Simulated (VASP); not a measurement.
# CdSe (F-43m) in VASP: electric field gradients with PBEsol

Aim: the electric field gradients of CdSe with PBEsol.

All numbers are computed with VASP 6.6.1; they aren't measurements. Logs are shortened: lines on timing, memory, paths and dates and some standing lists are left out, and cuts for length are marked.

## Step 1: The cell of the first run

Symmetry: F-43m, No. 216, cubic system. The conventional cell has a = 6.141 Å, b = 6.141 Å, c = 6.141 Å, α = 90.00°, β = 90.00°, γ = 90.00°. Cd (site symmetry -43m) has 4 Se at 2.66 Å within 3.5 Å. Se (site symmetry -43m) has 4 Cd at 2.66 Å within 3.5 Å.

## Step 2: Electric field gradients, PBEsol

The input, INCAR:

```
PREC     = Accurate       # precision mode
ENCUT    = 520            # plane-wave cutoff, eV
EDIFF    = 1E-8           # SCF threshold, eV
ISMEAR   = -1             # smearing method
SIGMA    = 0.03           # smearing width, eV
LREAL    = F              # projectors in reciprocal space
LASPH    = T              # aspherical terms in the spheres
NELM     = 60             # most SCF steps
ALGO     = Normal         # electronic algorithm
ISIF     = 2              # what is computed and relaxed
LWAVE    = F              # write WAVECAR
LCHARG   = F              # write CHGCAR
GGA      = PS             # functional
LEFG     = T            
NBANDS   = 16             # bands
```

The input, KPOINTS:

```
Automatic mesh
0
Gamma
  7 7 7
```

The input, POSCAR:

```
CdSe
1.0
    0.0000000000      3.0702711986      3.0702711986
    3.0702711986      0.0000000000      3.0702711986
    3.0702711986      3.0702711986      0.0000000000
Cd Se
1 1
Direct
    0.0000000000      0.0000000000      0.0000000000
    0.2500000000      0.2500000000      0.2500000000
```

Potentials or basis: VASP PAW PBE potentials, release 64 (Cd, Se).

The run is started by

```bash
> cat potpaw_PBE.64/Cd/POTCAR potpaw_PBE.64/Se/POTCAR > POTCAR
> mpirun -np 1 vasp_std > vasp.out
```

OUTCAR:

```text
PREC = Accurate
   ENCUT = 520
   EDIFF = 1E-8
   ISMEAR = -1
   LREAL = F
   LASPH = T
   NELM = 60
   ISIF = 2
   GGA = PS

 ion  position               nearest neighbor table
   1  0.000  0.000  0.000-   2 2.66   2 2.66   2 2.66   2 2.66
   2  0.250  0.250  0.250-   1 2.66   1 2.66   1 2.66   1 2.66

  LATTYP: Found a face centered cubic cell.
 ALAT       =     6.1405423972

  Lattice vectors:

 A1 = (   0.0000000000,   3.0702711986,   3.0702711986)
 A2 = (   3.0702711986,   0.0000000000,   3.0702711986)
 A3 = (   3.0702711986,   3.0702711986,   0.0000000000)

Analysis of symmetry for initial positions (statically):
=====================================================================
 Subroutine PRICEL returns:
 Original cell was already a primitive cell.

 Routine SETGRP: Setting up the symmetry group for a
 face centered cubic supercell.

 Subroutine GETGRP returns: Found 24 space group operations
 (whereof 24 operations were pure point group operations)
 out of a pool of 48 trial point group operations.

The static configuration has the point symmetry T_d .

Analysis of symmetry for dynamics (positions and initial velocities):
=====================================================================
 Subroutine PRICEL returns:
 Original cell was already a primitive cell.

 Routine SETGRP: Setting up the symmetry group for a
 face centered cubic supercell.

 Subroutine GETGRP returns: Found 24 space group operations
 (whereof 24 operations were pure point group operations)
 out of a pool of 48 trial point group operations.

The dynamic configuration has the point symmetry T_d .

 Subroutine INISYM returns: Found 24 space group operations
 (whereof 24 operations are pure point group operations),
 and found     1 'primitive' translations

----------------------------------------------------------------------------------------

                                     Primitive cell

  volume of cell :      57.8842

  direct lattice vectors                    reciprocal lattice vectors
     0.000000000  3.070271199  3.070271199    -0.162852063  0.162852063  0.162852063
     3.070271199  0.000000000  3.070271199     0.162852063 -0.162852063  0.162852063
     3.070271199  3.070271199  0.000000000     0.162852063  0.162852063 -0.162852063

  length of vectors
     4.342019169  4.342019169  4.342019169     0.282068048  0.282068048  0.282068048

  position of ions in fractional coordinates (direct lattice)
     0.000000000  0.000000000  0.000000000
     0.250000000  0.250000000  0.250000000

  ion indices of the primitive-cell ions
   primitive index   ion index
                 1           1
                 2           2

----------------------------------------------------------------------------------------

 KPOINTS: Automatic mesh

Automatic generation of k-mesh.
 Grid dimensions read from file:
 generate k-points for:    7    7    7

 Generating k-lattice:

  Cartesian coordinates                     Fractional coordinates (reciprocal lattice)
    -0.023264580  0.023264580  0.023264580     0.142857143  0.000000000  0.000000000
     0.023264580 -0.023264580  0.023264580     0.000000000  0.142857143  0.000000000
     0.023264580  0.023264580 -0.023264580     0.000000000  0.000000000  0.142857143

  Length of vectors
     0.040295435  0.040295435  0.040295435

  Shift w.r.t. Gamma in fractional coordinates (k-lattice)
     0.000000000  0.000000000  0.000000000

 Subroutine IBZKPT returns following result:
 ===========================================

 Found     20 irreducible k-points:

 Following reciprocal coordinates:
            Coordinates               Weight
  0.000000  0.000000  0.000000      1.000000
  0.142857  0.000000  0.000000      8.000000
  0.285714  0.000000  0.000000      8.000000
  0.428571  0.000000  0.000000      8.000000
  0.142857  0.142857  0.000000      6.000000
  0.285714  0.142857  0.000000     24.000000
[... 12 lines left out ...]
 -0.428571  0.428571  0.142857     24.000000
 -0.285714  0.428571  0.142857     24.000000
   k-points           NKPTS =     20   k-points in BZ     NKDIM =     20   number of bands    NBANDS=     16
   number of dos      NEDOS =    301   number of ions     NIONS =      2
   total plane-waves  NPLWV =  32768
   dimension x,y,z NGX =    32 NGY =   32 NGZ =   32
   dimension x,y,z NGXF=    64 NGYF=   64 NGZF=   64
   ions per type =               1   1
   NGX,Y,Z   is equivalent  to a cutoff of  12.25, 12.25, 12.25 a.u.
   NGXF,Y,Z  is equivalent  to a cutoff of  24.50, 24.50, 24.50 a.u.
 SYSTEM =  unknown system
   PREC   = accura    normal or accurate (medium, high low for compatibility)
   ISTART =      0    job   : 0-new  1-cont  2-samecut
   ICHARG =      2    charge: 1-file 2-atom 10-const
   ISPIN  =      1    spin polarized calculation?
   LNONCOLLINEAR =      F non collinear calculations
   LSORBIT =      F    spin-orbit coupling
   LASPH  =      T    aspherical Exc in radial PAW
   ENCUT  =  520.0 eV  38.22 Ry    6.18 a.u.   8.07  8.07  8.07*2*pi/ulx,y,z
   NELM   =     60;   NELMIN=  2; NELMDL= -5     # of ELM steps
   EDIFF  = 0.1E-07   stopping-criterion for ELM
   LREAL  =      F    real-space projection
   EDIFFG = 0.1E-06   stopping-criterion for IOM
   NSW    =      0    number of steps for IOM
   IBRION =     -1    ionic relax: 0-MD 1-quasi-New 2-CG
   NFREE  =      0    steps in history (QN), initial steepest desc. (CG)
   ISIF   =      2    stress and relaxation
   ISYM   =      2    0-nonsym 1-usesym 2-fastsym
   POTIM  = 0.5000    time-step for ionic-motion
   TEBEG  =    0.0;   TEEND  =   0.0 temperature during run
   PSTRESS=    0.0 pullay stress
   NELECT =      18.0000    total number of electrons
   NUPDOWN=      -1.0000    fix difference up-down
   EMIN   =  10.00;   EMAX   =-10.00  energy-range for DOS
   EFERMI =   0.00;   METHOD = LEGACY
   ISMEAR =    -1;   SIGMA  =   0.03  broadening in eV -4-tet -1-fermi 0-gaus
   EFERMI_NEDOS =   21; number of points for ismear=-14 and -15
   IALGO  =     38    algorithm
   IMIX   =      4    mixing-type and parameters
     AMIX     =   0.40;   BMIX     =  1.00
     AMIX_MAG =   1.60;   BMIX_MAG =  1.00
  volume/ion in A,a.u.               =      28.94       195.31
  Fermi-wavevector in a.u.,A,eV,Ry     =   1.109121  2.095935 16.737199  1.230149
  Thomas-Fermi vector in A             =   2.245657
   LORBIT       =      0    0 simple, 1 ext, 2 COOP (PROOUT), +10 PAW based schemes
   GGA     = PS    functional components
   LHFCALC =     F    Hartree Fock is set to
   AEXX    =    0.0000 exact exchange contribution
   IVDW    =     0    specifies the selected vdW correction
   LEPSILON=     F    determine dielectric tensor
   LRPA    =     F    only Hartree local field effects (RPA)
 non-spin polarized calculation
  energy-cutoff  :      520.00
  volume of cell :       57.88
 maximum number of plane-waves:      1580
   NGX = 17   NGY = 17   NGZ = 17

 number of electron      18.0000008 magnetization

 Free energy of the ion-electron system (eV)
  ---------------------------------------------------
  ext. energy  EPLUGINS =         0.00000000
  ---------------------------------------------------
  free energy    TOTEN  =        -6.17170819 eV

  energy without entropy =       -6.17170401  energy(sigma->0) =       -6.17170610

 E-fermi :   0.8205     XC(G=0):  -8.9688

 val. band max:        0.5906342298   @ k =   0.0000   0.0000   0.0000
 cond. band min:       1.0163119322   @ k =   0.0000   0.0000   0.0000
 fundamental gap:      0.4256777024
 Fermi energy:         0.8204651356

 k-point     1 :       0.0000    0.0000    0.0000
  band No.  band energies     occupation
      1     -11.8756      2.00000
      2      -7.2291      2.00000
      3      -7.2291      2.00000
      4      -7.2291      2.00000
      5      -6.8782      2.00000
      6      -6.8782      2.00000
[... 8 lines left out ...]
     15      11.5882      0.00000
     16      11.5882      0.00000

 k-point     2 :       0.1429    0.0000    0.0000
  band No.  band energies     occupation
      1     -11.8098      2.00000
      2      -7.2085      2.00000
      3      -7.2085      2.00000
      4      -7.1687      2.00000
      5      -6.8791      2.00000
      6      -6.8791      2.00000
[... 8 lines left out ...]
     15      10.7051      0.00000
     16      10.8771      0.00000

 k-point     3 :       0.2857    0.0000    0.0000
  band No.  band energies     occupation
      1     -11.6599      2.00000
      2      -7.1681      2.00000
      3      -7.1681      2.00000
      4      -6.9629      2.00000
      5      -6.8736      2.00000
      6      -6.8736      2.00000
[... 8 lines left out ...]
     15      10.6914      0.00000
     16      10.6914      0.00000

 k-point     4 :       0.4286    0.0000    0.0000
  band No.  band energies     occupation
      1     -11.5382      2.00000
      2      -7.1438      2.00000
      3      -7.1438      2.00000
      4      -6.8593      2.00000
      5      -6.8593      2.00000
      6      -6.6680      2.00000
[... 8 lines left out ...]
     15      12.0067      0.00000
     16      12.0067      0.00000
[... 248 lines left out ...]
 k-point    18 :      -0.4286    0.2857    0.1429
  band No.  band energies     occupation
      1     -11.4657      2.00000
      2      -7.0988      2.00000
      3      -7.0772      2.00000
      4      -6.9122      2.00000
      5      -6.8607      2.00000
      6      -6.5512      2.00000
[... 8 lines left out ...]
     15      12.0065      0.00000
     16      13.2957      0.00000

 k-point    19 :      -0.4286    0.4286    0.1429
  band No.  band energies     occupation
      1     -11.4274      2.00000
      2      -7.0560      2.00000
      3      -7.0409      2.00000
      4      -6.9522      2.00000
      5      -6.8445      2.00000
      6      -6.5203      2.00000
[... 8 lines left out ...]
     15      12.7961      0.00000
     16      13.5898      0.00000

 k-point    20 :      -0.2857    0.4286    0.1429
  band No.  band energies     occupation
      1     -11.4178      2.00000
      2      -7.0711      2.00000
      3      -7.0431      2.00000
      4      -6.9164      2.00000
      5      -6.8675      2.00000
      6      -6.4479      2.00000
[... 8 lines left out ...]
     15      12.2092      0.00000
     16      14.0590      0.00000

------------------------ aborting loop because EDIFF is reached ----------------------------------------

  FORCE on cell =-STRESS in cart. coord.  units (eV):
  Direction    XX          YY          ZZ          XY          YZ          ZX
  --------------------------------------------------------------------------------------
  -------------------------------------------------------------------------------------
  Total       -0.3993757     -0.3993757     -0.3993757     -0.0000000     -0.0000000     -0.0000000
  in kB      -11.0543185    -11.0543185    -11.0543185     -0.0000000     -0.0000000     -0.0000000
  external PRESSURE =     -11.0543185 kB  Pullay stress =       0.0000000 kB

 VOLUME and BASIS-vectors are now :
 -----------------------------------------------------------------------------
  energy-cutoff  :      520.00
  volume of cell :       57.88
      direct lattice vectors                 reciprocal lattice vectors
     0.000000000  3.070271199  3.070271199    -0.162852063  0.162852063  0.162852063
     3.070271199  0.000000000  3.070271199     0.162852063 -0.162852063  0.162852063
     3.070271199  3.070271199  0.000000000     0.162852063  0.162852063 -0.162852063

 POSITION                                       TOTAL-FORCE (eV/Angst)
 -----------------------------------------------------------------------------------
      0.00000      0.00000      0.00000         0.000000      0.000000      0.000000
      1.53514      1.53514      1.53514        -0.000000     -0.000000     -0.000000
 -----------------------------------------------------------------------------------
    total drift:                               -0.000000     -0.000000     -0.000000

  FREE ENERGIE OF THE ION-ELECTRON SYSTEM (eV)
  ---------------------------------------------------
  free  energy   TOTEN  =        -6.1717081907 eV

  energy  without entropy=       -6.1717040134  energy(sigma->0) =       -6.17170610

 Electric field gradients (V/A^2)
---------------------------------------------------------------------
 ion       V_xx      V_yy      V_zz      V_xy      V_xz      V_yz
---------------------------------------------------------------------
   1      -0.000     0.000     0.000    -0.002    -0.002    -0.002
   2      -0.000    -0.000    -0.000     0.000     0.000     0.000
---------------------------------------------------------------------

 Electric field gradients after diagonalization (V/A^2)
 (convention: |V_zz| > |V_xx| > |V_yy|)
----------------------------------------------------------------------
 ion       V_xx      V_yy      V_zz     asymmetry (V_yy - V_xx)/ V_zz
----------------------------------------------------------------------
   1       0.002     0.002    -0.004       0.000
   2      -0.000    -0.000     0.001       0.000
----------------------------------------------------------------------

           NMR quadrupolar parameters

 Cq : quadrupolar parameter    Cq=e*Q*V_zz/h
 eta: asymmetry parameters     (V_yy - V_xx)/ V_zz
 Q  : nuclear electric quadrupole moment in mb (millibarn)
----------------------------------------------------------------------
 ion       Cq(MHz)       eta       Q (mb)
----------------------------------------------------------------------
   1      -0.000       0.000       1.000
   2       0.000       0.000       1.000
----------------------------------------------------------------------
```

Run time: 11 s. Hardware: 1 thread of Intel Xeon 6975P-C (Granite Rapids), shared host; peak memory 0.18 GiB.

What came out:

- Free energy: -6.1717 eV
- Pressure: -1.1 GPa
- Band gap on the k mesh: 0.43 eV, direct

Levels at points of the mesh, in eV from the valence-band top:
| k point | band 5 | band 6 | band 7 | band 8 | band 9 | band 10 | band 11 | band 12 | band 13 | band 14 |
| --- | --- | --- | --- | --- | --- | --- | --- | --- | --- | --- |
| (0.00, 0.00, 0.00) | -7.47 | -7.47 | 0.00 | 0.00 | 0.00 | 0.43 | 5.85 | 5.85 | 5.85 | 9.48 |

Caveat: without QUAD_EFG the Cq values of the log hold for a quadrupole moment of 1 mb, not for the nuclei; the PAW data sets were made with another functional, which shifts forces and pressure a little. Expect the measured gap to be larger: semilocal functionals such as PBEsol lack the derivative discontinuity.
